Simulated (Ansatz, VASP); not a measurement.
One calculation of Ag, two programs

Contents of INCAR:

```
PREC = Accurate ; ENCUT = 520
EDIFF = 1E-8 ; ISMEAR = -1
SIGMA = 0.05 ; LREAL = F
LASPH = T ; NELM = 80
ALGO = Normal ; ISIF = 2
LWAVE = F ; LCHARG = F
GGA = PE ; LEFG = T
NBANDS = 18
```

The input KPOINTS:

```
Automatic mesh
0
Gamma
  11 11 11
```

Contents of POSCAR:

```
Ag
1.0
    0.0000000000      3.0663487248      3.0663487248
    3.0663487248      0.0000000000      3.0663487248
    3.0663487248      3.0663487248      0.0000000000
Ag
2
Direct
    0.0000000000      0.0000000000      0.0000000000
    0.2500000000      0.2500000000      0.2500000000
```

Input for Ansatz:

```yaml
crystal:
  lattice:
    - [0.0, 3.0663487248, 3.0663487248]
    - [3.0663487248, 0.0, 3.0663487248]
    - [3.0663487248, 3.0663487248, 0.0]
  atoms:
    - { symbol: Ag, position: [0.0, 0.0, 0.0] }
    - { symbol: Ag, position: [0.25, 0.25, 0.25] }
kpoints:
  mp_grid: { grid: [11, 11, 11] }
scf:
  occupations: { method: fermi_dirac, width: 0.05 }
hamiltonian:
  xc: pbe
  pseudopotentials: { kind: paw }
output:
  forces: true
  stress: true
  eigenvalues: true
  efg: { contact_densities: true }
```

Change from the starting cell: volume scaled by 0.96, PAW files.

Alike in both runs: task electric field gradients; functional PBE; k mesh 11 × 11 × 11; occupations fermi-dirac, width 0.05 eV; no spin polarisation.

|  | VASP | Ansatz |
| --- | --- | --- |
| version | VASP 6.6.1 | Ansatz 0.2.0 |
| potentials or method | VASP PAW PBE potentials, release 64 (Ag) | PAW with Ansatz's default frozen-core files, scalar-relativistic |
| plane-wave cutoff (eV) | 520 | 420 |
| valence electrons in the cell | 22 | 38 |

```tsv
	VASP	Ansatz	Ansatz less VASP
pressure (GPa)	1.3	1.4	+0.07
```

VASP's potentials hold 22 valence electrons a cell and Ansatz's 38, so a difference there can come from the potentials and not from the codes.
